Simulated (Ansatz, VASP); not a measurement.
**C: VASP beside Ansatz**

```
C
1.0
     0.00000    1.91715    1.78340
     1.91715    0.00000    1.78340
     1.91715    1.91715    0.00000
C
2
Cartesian
  1.9172 1.9172 1.7834
  2.8757 2.8757 2.6751
```

Change from the starting cell: strain +0.0750 x Voigt [1, 1, 0, 0, 0, 0], atoms carried along.

Alike in both runs: task single point; functional LDA; k mesh 12 × 12 × 12; occupations gaussian, width 0.05 eV; no spin polarisation.

```csv
,VASP,Ansatz
version,VASP 6.6.1,Ansatz 0.2.0
potentials or method,"VASP PAW LDA potentials, release 64 (C), cutoff 520 eV","scalar-relativistic, plane waves, PAW"
valence electrons in the cell,8,8
```

VASP gave:

| Quantity | Value |
| --- | --- |
| gap on the k mesh at the Fermi level (eV) | 2.18 |
| least direct gap on the mesh (eV) | 4.03 |
| pressure (GPa) | -57.9 |
| traceless stress, the component that is largest in VASP (GPa) | 35.11 |

Q: What did Ansatz give for the same quantities?

A: gap on the k mesh at the Fermi level (eV): 2.19; least direct gap on the mesh (eV): 4.04; pressure (GPa): -58.7; traceless stress, the component that is largest in VASP (GPa): 35.16.

LDA's correlation is that of Perdew and Zunger in VASP and of Perdew and Wang (1992) in Ansatz. Both programs put the cell under strong tension, so it lies far from rest at this level.

Noted on VASP's run: the cell as given lies far from equilibrium.
